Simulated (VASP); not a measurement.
Input of a VASP 6.6.1 run:

The input POSCAR:

```
RbAgBr2
1.0
    4.5179929639      0.0000000000      0.0000000000
    0.0000000000      4.5179929639      0.0000000000
    0.0000000000      0.0000000000      6.3563246354
Rb Br Ag
1 2 1
Direct
    0.0000000000      0.0000000000      0.0000000000
    0.0000000000      0.0000000000      0.5000000000
    0.5000000000      0.5000000000      0.0000000000
    0.5000000000      0.5000000000      0.5000000000
```

Contents of INCAR.step1:

```
ALGO = Normal ; EDIFF = 1E-4
ENCUT = 520 ; GGA = PE
ISMEAR = 0 ; LASPH = T
LCHARG = F ; LREAL = F
LWAVE = T ; NBANDS = 25
NELM = 80 ; PREC = Accurate
SIGMA = 0.01
```

INCAR.step2

```
ALGO = Normal ; EDIFF = 1E-6
ENCUT = 520 ; ISIF = 2
ISMEAR = 0 ; ISTART = 1
LASPH = T ; LCHARG = F
LMIXTAU = T ; LREAL = F
LWAVE = F ; METAGGA = R2SCAN
NBANDS = 25 ; NELM = 80
PREC = Accurate ; SIGMA = 0.01
```

KPOINTS

```
k-points
0
Gamma
  6 6 4
```

Potentials or basis: VASP PAW PBE potentials, release 64 (Rb_sv, Br, Ag).

Command:

```bash
$ cat potpaw_PBE.64/Rb_sv/POTCAR potpaw_PBE.64/Br/POTCAR potpaw_PBE.64/Ag/POTCAR > POTCAR
$ cp INCAR.step1 INCAR
$ mpirun -np 1 vasp_std > vasp.out
$ cp INCAR.step2 INCAR
$ mpirun -np 1 vasp_std > vasp.out
```

(1) Estimate the pressure.

(2) Estimate the band gap on the k mesh.

## Answers

(1) 0.0 GPa.

(2) 1.71 eV (least direct gap 2.38 eV).

Caveat: the PAW data sets were made with another functional, which shifts forces and pressure a little.
